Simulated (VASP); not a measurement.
Sc:

```
Sc
1.0
     0.00000    2.28974    2.28974
     2.28974    0.00000    2.28974
     2.28974    2.28974    0.00000
Sc
1
Direct
  0.00000 0.00000 0.00000
```

This cell differs from its parent crystal: volume scaled by 1.04.

Base run:

```yaml
Program: VASP 6.6.1
Functional: PBE
Potentials_or_basis: VASP PAW PBE potentials, release 64 (Sc_sv)
Cutoff: 520 eV
k_mesh: 10 × 10 × 10
Occupations: fermi-dirac, width 0.05 eV
Spin: no spin polarisation
```

Its results: pressure 1.4 GPa.

The run is repeated on the same cell with these changes: functional from PBE to PBEsol; occupations from fermi-dirac, width 0.05 eV to tetrahedron. What comes out?

Pressure -1.0 GPa.

Caveats: the PAW data sets were made with another functional, which shifts forces and pressure a little (some runs); tetrahedron occupations give inexact forces and stress in metals (some runs).
